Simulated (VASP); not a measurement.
Here is a VASP 6.6.1 calculation.

The input INCAR:

```
  ALGO = Normal
  EDIFF = 1E-7
  ENCUT = 520
  GGA = PS
  ISIF = 2
  ISMEAR = -1
  LASPH = T
  LCHARG = T
  LELF = T
  LREAL = F
  LVHAR = T
  LWAVE = F
  NBANDS = 12
  NELM = 80
  PREC = Accurate
  SIGMA = 0.1
```

The input KPOINTS:

```
k-points
0
Gamma
  9 9 9
```

File POSCAR:

```
NaB
1.0
    0.0000000000      2.6513155063      2.6513155063
    2.6513155063      0.0000000000      2.6513155063
    2.6513155063      2.6513155063      0.0000000000
Na B
1 1
Direct
    0.0000000000      0.0000000000      0.0000000000
    0.5000000000      0.5000000000      0.5000000000
```

Potentials or basis: VASP PAW PBE potentials, release 64 (Na_pv, B).

The run is started by

```console
$ cat potpaw_PBE.64/Na_pv/POTCAR potpaw_PBE.64/B/POTCAR > POTCAR
$ mpirun -np 1 vasp_std > vasp.out
```

Q: Predict the pressure.

A: 0.1 GPa.

Q: What does it give for the band gap on the k mesh?

A: Zero (bands 5 and 6 overlap by 3.17 eV).

Caveat: the PAW data sets were made with another functional, which shifts forces and pressure a little.
